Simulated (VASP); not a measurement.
Wanted: the native input for a VASP 6.6.1 run.

* Task: electric field gradients
* Functional: LDA
* Potentials or basis: VASP PAW LDA potentials, release 64 (Zr_sv, N)
* Cutoff: 520 eV
* k mesh: 9 × 9 × 9
* Occupations: fermi-dirac, width 0.03 eV
* Spin: no spin polarisation
* Dipole correction: no
* Further INCAR settings: ALGO = Normal; EDIFF = 1e-08; NBANDS = 16

The structure of ZrN lies in POSCAR:

```
ZrN
1.0
    0.0000000000      2.2842300000      2.2842300000
    2.2842300000      0.0000000000      2.2842300000
    2.2842300000      2.2842300000      0.0000000000
Zr N
1 1
Direct
    0.0000000000      0.0000000000      0.0000000000
    0.5000000000      0.5000000000      0.5000000000
```

One way to write it, as run:

INCAR

```
SYSTEM = ZrN
PREC = Accurate
ENCUT = 520
EDIFF = 1E-8
ISMEAR = -1
SIGMA = 0.03
LREAL = .FALSE.
LASPH = .TRUE.
NELM = 120
ALGO = Normal
ISIF = 2
LWAVE = .FALSE.
LCHARG = .FALSE.
LEFG = .TRUE.
NBANDS = 16
GGA_COMPAT = .FALSE.
```

KPOINTS

```
regular mesh
0
G
  9 9 9
  0 0 0
```

Potentials or basis: VASP PAW LDA potentials, release 64 (Zr_sv, N).

Command:

```console
$ cat potpaw_LDA.64/Zr_sv/POTCAR potpaw_LDA.64/N/POTCAR > POTCAR
$ mpirun -np 1 vasp_std > vasp.out
```

It gave:

```
Pressure                                : -7.0 GPa
Band gap on the k mesh                  : zero (an odd number of electrons rules out a gap without spin polarisation)
Largest electric field gradient by atom : under 0.05 V/Å² on every atom
```

Caveat: the cell stands under tension; an odd number of electrons without spin polarisation forces a metal; a magnetic or distorted state may lie lower.

Run time: 20 s on 1 thread of Intel Xeon 8259CL, with other jobs on the host, peak memory 0.13 GiB.
